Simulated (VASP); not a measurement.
# MgB2 (P6/mmm) in VASP: a series of runs

The runs below take MgB2 through relaxation of shape and atoms at fixed volume, single point, with PBE.

Program: VASP 6.6.1. These are calculated values, not measurements. Logs are shortened: lines on timing, memory, paths and dates and some standing lists are left out, and cuts for length are marked.

**1. The cell of the first run**

Symmetry: P6/mmm, No. 191, hexagonal system. The conventional cell has a = 3.106 Å, b = 3.106 Å, c = 3.557 Å, α = 90.00°, β = 90.00°, γ = 120.00°. Mg (site symmetry 6/mmm) has 12 B at 2.53 Å and 6 Mg at 3.11 Å within 3.3 Å. B (site symmetry -6m2) has 3 B at 1.79 Å within 2.4 Å.

**2. Relaxation of shape and atoms at fixed volume, PBE (volume scaled by 1.03)**

INCAR

```
PREC = Accurate
ENCUT = 600
EDIFF = 1E-6
ISMEAR = 0
SIGMA = 0.1
LREAL = F
LASPH = T
NELM = 100
ALGO = Normal
ISIF = 4
LWAVE = F
LCHARG = F
GGA = PE
IBRION = 2
NSW = 50
EDIFFG = -0.01
```

KPOINTS

```
regular mesh
0
Gamma
  18 18 12
```

POSCAR

```
MgB2
1.0
    3.1063498846      0.0000000000      0.0000000000
   -1.5531749423      2.6901779131      0.0000000000
    0.0000000000      0.0000000000      3.5572843735
Mg B
1 2
Direct
    0.0000000000      0.0000000000      0.0000000000
    0.3333333333      0.6666666667      0.5000000000
    0.6666666667      0.3333333333      0.5000000000
```

Potentials or basis: VASP PAW PBE potentials, release 64 (Mg, B).

Started as:

```bash
$ cat potpaw_PBE.64/Mg/POTCAR potpaw_PBE.64/B/POTCAR > POTCAR
$ mpirun -np 1 vasp_std > vasp.out
```

OUTCAR:

```text
PREC = Accurate
   ENCUT = 600
   EDIFF = 1E-6
   ISMEAR = 0
   LREAL = F
   LASPH = T
   NELM = 100
   ISIF = 4
   GGA = PE
   IBRION = 2
   NSW = 50
   EDIFFG = -0.01

 ion  position               nearest neighbor table
   1  0.000  0.000  0.000-   2 2.53   3 2.53   2 2.53   3 2.53   2 2.53   2 2.53   3 2.53   3 2.53
                             3 2.53   3 2.53   2 2.53   2 2.53
   2  0.333  0.667  0.500-   3 1.79   3 1.79   3 1.79   1 2.53   1 2.53   1 2.53   1 2.53   1 2.53
                             1 2.53
   3  0.667  0.333  0.500-   2 1.79   2 1.79   2 1.79   1 2.53   1 2.53   1 2.53   1 2.53   1 2.53
                             1 2.53

  LATTYP: Found a hexagonal cell.
 ALAT       =     3.1063498846
 C/A-ratio  =     1.1451653888

  Lattice vectors:

 A1 = (   3.1063498846,   0.0000000000,   0.0000000000)
 A2 = (  -1.5531749423,   2.6901779131,   0.0000000000)
 A3 = (   0.0000000000,   0.0000000000,   3.5572843735)

Analysis of symmetry for initial positions (statically):
=====================================================================
 Subroutine PRICEL returns:
 Original cell was already a primitive cell.

 Routine SETGRP: Setting up the symmetry group for a
 hexagonal supercell.

 Subroutine GETGRP returns: Found 24 space group operations
 (whereof 24 operations were pure point group operations)
 out of a pool of 24 trial point group operations.

The static configuration has the point symmetry D_6h.

Analysis of symmetry for dynamics (positions and initial velocities):
=====================================================================
 Subroutine PRICEL returns:
 Original cell was already a primitive cell.

 Routine SETGRP: Setting up the symmetry group for a
 hexagonal supercell.

 Subroutine GETGRP returns: Found 24 space group operations
 (whereof 24 operations were pure point group operations)
 out of a pool of 24 trial point group operations.

The dynamic configuration has the point symmetry D_6h.

 Subroutine INISYM returns: Found 24 space group operations
 (whereof 24 operations are pure point group operations),
 and found     1 'primitive' translations

----------------------------------------------------------------------------------------

                                     Primitive cell

  volume of cell :      29.7269

  direct lattice vectors                    reciprocal lattice vectors
     3.106349885  0.000000000  0.000000000     0.321921238  0.185861313  0.000000000
    -1.553174942  2.690177913  0.000000000     0.000000000  0.371722627  0.000000000
     0.000000000  0.000000000  3.557284373     0.000000000  0.000000000  0.281113314

  length of vectors
     3.106349885  3.106349885  3.557284373     0.371722627  0.371722627  0.281113314

  position of ions in fractional coordinates (direct lattice)
     0.000000000  0.000000000  0.000000000
     0.333333333  0.666666667  0.500000000
     0.666666667  0.333333333  0.500000000

  ion indices of the primitive-cell ions
   primitive index   ion index
                 1           1
                 2           2
                 3           3

----------------------------------------------------------------------------------------

 KPOINTS: regular mesh

Automatic generation of k-mesh.
 Grid dimensions read from file:
 generate k-points for:   18   18   12

 Generating k-lattice:

  Cartesian coordinates                     Fractional coordinates (reciprocal lattice)
     0.017884513  0.010325629  0.000000000     0.055555556  0.000000000  0.000000000
     0.000000000  0.020651257  0.000000000     0.000000000  0.055555556  0.000000000
     0.000000000  0.000000000  0.023426110     0.000000000  0.000000000  0.083333333

  Length of vectors
     0.020651257  0.020651257  0.023426110

  Shift w.r.t. Gamma in fractional coordinates (k-lattice)
     0.000000000  0.000000000  0.000000000

 Subroutine IBZKPT returns following result:
 ===========================================

 Found    259 irreducible k-points:

 Following reciprocal coordinates:
            Coordinates               Weight
  0.000000  0.000000  0.000000      1.000000
  0.055556  0.000000  0.000000      6.000000
  0.111111  0.000000  0.000000      6.000000
  0.166667  0.000000  0.000000      6.000000
  0.222222  0.000000  0.000000      6.000000
  0.277778  0.000000  0.000000      6.000000
[... 16 lines left out ...]
  0.333333  0.111111  0.000000     12.000000
  0.388889  0.111111  0.000000     12.000000
 [... further k-points ...]
   k-points           NKPTS =    259   k-points in BZ     NKDIM =    259   number of bands    NBANDS=      8
   number of dos      NEDOS =    301   number of ions     NIONS =      3
   total plane-waves  NPLWV =  21952
   dimension x,y,z NGX =    28 NGY =   28 NGZ =   28
   dimension x,y,z NGXF=    56 NGYF=   56 NGZF=   56
   ions per type =               1   2
   NGX,Y,Z   is equivalent  to a cutoff of  14.99, 14.99, 13.09 a.u.
   NGXF,Y,Z  is equivalent  to a cutoff of  29.97, 29.97, 26.17 a.u.
 SYSTEM =  unknown system
   PREC   = accura    normal or accurate (medium, high low for compatibility)
   ISTART =      0    job   : 0-new  1-cont  2-samecut
   ICHARG =      2    charge: 1-file 2-atom 10-const
   ISPIN  =      1    spin polarized calculation?
   LNONCOLLINEAR =      F non collinear calculations
   LSORBIT =      F    spin-orbit coupling
   LASPH  =      T    aspherical Exc in radial PAW
   ENCUT  =  600.0 eV  44.10 Ry    6.64 a.u.   6.20  6.20  7.10*2*pi/ulx,y,z
   NELM   =    100;   NELMIN=  2; NELMDL= -5     # of ELM steps
   EDIFF  = 0.1E-05   stopping-criterion for ELM
   LREAL  =      F    real-space projection
   EDIFFG = -.1E-01   stopping-criterion for IOM
   NSW    =     50    number of steps for IOM
   IBRION =      2    ionic relax: 0-MD 1-quasi-New 2-CG
   NFREE  =      1    steps in history (QN), initial steepest desc. (CG)
   ISIF   =      4    stress and relaxation
   ISYM   =      2    0-nonsym 1-usesym 2-fastsym
   POTIM  = 0.5000    time-step for ionic-motion
   TEBEG  =    0.0;   TEEND  =   0.0 temperature during run
   PSTRESS=    0.0 pullay stress
   NELECT =       8.0000    total number of electrons
   NUPDOWN=      -1.0000    fix difference up-down
   EMIN   =  10.00;   EMAX   =-10.00  energy-range for DOS
   EFERMI =   0.00;   METHOD = LEGACY
   ISMEAR =     0;   SIGMA  =   0.10  broadening in eV -4-tet -1-fermi 0-gaus
   EFERMI_NEDOS =   21; number of points for ismear=-14 and -15
   IALGO  =     38    algorithm
   IMIX   =      4    mixing-type and parameters
     AMIX     =   0.40;   BMIX     =  1.00
     AMIX_MAG =   1.60;   BMIX_MAG =  1.00
  volume/ion in A,a.u.               =       9.91        66.87
  Fermi-wavevector in a.u.,A,eV,Ry     =   1.056951  1.997348 15.199685  1.117145
  Thomas-Fermi vector in A             =   2.192206
   LORBIT       =      0    0 simple, 1 ext, 2 COOP (PROOUT), +10 PAW based schemes
   GGA     = PE    functional components
   LHFCALC =     F    Hartree Fock is set to
   AEXX    =    0.0000 exact exchange contribution
   IVDW    =     0    specifies the selected vdW correction
   LEPSILON=     F    determine dielectric tensor
   LRPA    =     F    only Hartree local field effects (RPA)
 conjugate gradient relaxation of ions
 non-spin polarized calculation
 Gauss-broadening in eV      SIGMA  =   0.10
  energy-cutoff  :      600.00
  volume of cell :       29.73
 maximum number of plane-waves:      1008
 NGX is ok and might be reduce to    28
   NGX = 13   NGY = 13   NGZ = 15

--------------------------------------- Ionic step        1  -------------------------------------------

 number of electron       8.0000000 magnetization

 Free energy of the ion-electron system (eV)
  ---------------------------------------------------
  ext. energy  EPLUGINS =         0.00000000
  ---------------------------------------------------
  free energy    TOTEN  =       -15.31486882 eV

  energy without entropy =      -15.31174537  energy(sigma->0) =      -15.31330709

------------------------ aborting loop because EDIFF is reached ----------------------------------------

  FORCE on cell =-STRESS in cart. coord.  units (eV):
  Direction    XX          YY          ZZ          XY          YZ          ZX
  --------------------------------------------------------------------------------------
  -------------------------------------------------------------------------------------
  Total       -0.9418990     -0.9418990     -0.6444205      0.0000000     -0.0000000      0.0000000
  in kB      -50.7650678    -50.7650678    -34.7320142      0.0000000     -0.0000000      0.0000000
  external PRESSURE =     -45.4207166 kB  Pullay stress =       0.0000000 kB

 VOLUME and BASIS-vectors are now :
 -----------------------------------------------------------------------------
  energy-cutoff  :      600.00
  volume of cell :       29.73
      direct lattice vectors                 reciprocal lattice vectors
     3.106349885  0.000000000  0.000000000     0.321921238  0.185861313  0.000000000
    -1.553174942  2.690177913  0.000000000     0.000000000  0.371722627  0.000000000
     0.000000000  0.000000000  3.557284373     0.000000000  0.000000000  0.281113314
[... 38 lines left out ...]
 POSITION                                       TOTAL-FORCE (eV/Angst)
 -----------------------------------------------------------------------------------
      0.00000      0.00000      0.00000         0.000000     -0.000000      0.000000
     -0.00000      1.79060      1.78432         0.000000     -0.000000     -0.000000
      1.55070      0.89530      1.78432        -0.000000      0.000000      0.000000
 -----------------------------------------------------------------------------------
    total drift:                                0.000000      0.000000     -0.000000

  FREE ENERGIE OF THE ION-ELECTRON SYSTEM (eV)
  ---------------------------------------------------
  free  energy   TOTEN  =       -15.3154112024 eV

  energy  without entropy=      -15.3122068374  energy(sigma->0) =      -15.31380902

--------------------------------------- Ionic step        3  -------------------------------------------

 number of electron       8.0000000 magnetization

 Free energy of the ion-electron system (eV)
  ---------------------------------------------------
  ext. energy  EPLUGINS =         0.00000000
  ---------------------------------------------------
  free energy    TOTEN  =       -15.31542181 eV

  energy without entropy =      -15.31220301  energy(sigma->0) =      -15.31381241

 E-fermi :   5.0726     XC(G=0): -10.8174

 val. band max:        5.0638486394   @ k =   0.4444   0.1111   0.0833
 cond. band min:       5.0757707471   @ k =   0.0556   0.0556   0.0000
 fundamental gap:      0.0119221077
 Fermi energy:         5.0726466000

 k-point     1 :       0.0000    0.0000    0.0000
  band No.  band energies     occupation
      1      -7.1818      2.00000
      2       2.1275      2.00000
      3       5.4785      0.00000
      4       5.4785      0.00000
      5       6.5581      0.00000
      6      11.3800      0.00000
      7      11.3800      0.00000
      8      13.0530      0.00000

 k-point     2 :       0.0556    0.0000    0.0000
  band No.  band energies     occupation
      1      -7.1288      2.00000
      2       2.1797      2.00000
      3       5.1969      0.07886
      4       5.3478      0.00010
      5       6.6068      0.00000
      6      11.3437      0.00000
      7      11.6176      0.00000
      8      13.1732      0.00000
[... 221 lines left out ...]
 k-point    23 :       0.3333    0.1111    0.0000
  band No.  band energies     occupation
      1      -4.4925      2.00000
      2      -0.8775      2.00000
      3       2.3016      2.00000
      4       4.6533      2.00000
      5       9.0750      0.00000
      6       9.1024      0.00000
      7      10.6278      0.00000
      8      12.8645      0.00000

 k-point    24 :       0.3889    0.1111    0.0000
  band No.  band energies     occupation
      1      -3.7658      2.00000
      2      -1.8429      2.00000
      3       2.1448      2.00000
      4       5.1897      0.09786
      5       8.3335      0.00000
      6       9.6070      0.00000
      7      10.4358      0.00000
      8      12.3701      0.00000

 [... further k-points ...]

------------------------ aborting loop because EDIFF is reached ----------------------------------------

  FORCE on cell =-STRESS in cart. coord.  units (eV):
  Direction    XX          YY          ZZ          XY          YZ          ZX
  --------------------------------------------------------------------------------------
  -------------------------------------------------------------------------------------
  Total       -0.7971667     -0.7971667     -0.8036423     -0.0000000      0.0000000      0.0000000
  in kB      -42.9644991    -42.9644991    -43.3135112     -0.0000000      0.0000000      0.0000000
  external PRESSURE =     -43.0808365 kB  Pullay stress =       0.0000000 kB

 VOLUME and BASIS-vectors are now :
 -----------------------------------------------------------------------------
  energy-cutoff  :      600.00
  volume of cell :       29.73
      direct lattice vectors                 reciprocal lattice vectors
     3.100457979  0.000000000  0.000000000     0.322532996  0.186214512  0.000000000
    -1.550228989  2.685075373 -0.000000000    -0.000000000  0.372429024  0.000000000
    -0.000000000 -0.000000000  3.570817276    -0.000000000  0.000000000  0.280047934

 POSITION                                       TOTAL-FORCE (eV/Angst)
 -----------------------------------------------------------------------------------
     -1.55023      2.68508     -0.00000         0.000000     -0.000000      0.000000
     -0.00000      1.79005      1.78541        -0.000000     -0.000000     -0.000000
      1.55023      0.89503      1.78541         0.000000      0.000000      0.000000
 -----------------------------------------------------------------------------------
    total drift:                                0.000000      0.000000     -0.000000

  FREE ENERGIE OF THE ION-ELECTRON SYSTEM (eV)
  ---------------------------------------------------
  free  energy   TOTEN  =       -15.3154218094 eV

  energy  without entropy=      -15.3122030100  energy(sigma->0) =      -15.31381241

 reached required accuracy - stopping structural energy minimisation
```

Run time: 46 s. Hardware: 1 thread of Intel Xeon 6975P-C (Granite Rapids), shared host; peak memory 0.22 GiB.

What came out:

```
Free energy               : -15.3154 eV
Energy gained by relaxing : 0.2 meV/atom
Ionic steps               : 3
Pressure after relaxing   : -4.3 GPa
Band gap on the k mesh    : zero (band 4 reaches 6.84 eV, above the bottom of band 5 at 3.15 eV)
```

The path:
```csv
step,energy change (eV),largest force (eV/Å),pressure (GPa),volume (Å³)
1,0.0000,0.0000,-4.54,29.73
2,-0.0005,0.0000,-4.34,29.73
3,-0.0006,0.0000,-4.31,29.73
```

Final structure:
```cif
data_structure
_symmetry_space_group_name_H-M 'P 1'
_symmetry_Int_Tables_number 1
_cell_length_a 3.1005
_cell_length_b 3.1005
_cell_length_c 3.5708
_cell_angle_alpha 90.000
_cell_angle_beta 90.000
_cell_angle_gamma 120.000
_cell_volume 29.73
loop_
_atom_site_label
_atom_site_type_symbol
_atom_site_fract_x
_atom_site_fract_y
_atom_site_fract_z
_atom_site_occupancy
Mg1 Mg 0.00000 0.00000 0.00000 1
B1 B 0.33333 0.66667 0.50000 1
B2 B 0.66667 0.33333 0.50000 1
```

Levels at points of the mesh, in eV from the Fermi level:
```tsv
k point	band 1	band 2	band 3	band 4	band 5	band 6	band 7	band 8
(0.00, 0.00, 0.00)	-12.25	-2.95	0.41	0.41	1.49	6.31	6.31	7.98
(0.50, 0.00, 0.00)	-8.42	-7.69	-2.09	0.20	3.00	3.90	5.13	6.82
(0.00, 0.00, 0.50)	-11.04	-7.30	0.75	0.75	6.64	6.64	7.92	9.62
(0.50, 0.00, 0.50)	-7.50	-6.83	-3.46	-1.82	-1.24	5.63	8.61	8.83
```

Caveat: the cell differs from its parent crystal (volume scaled by 1.03).

[end of part 1 of 2]
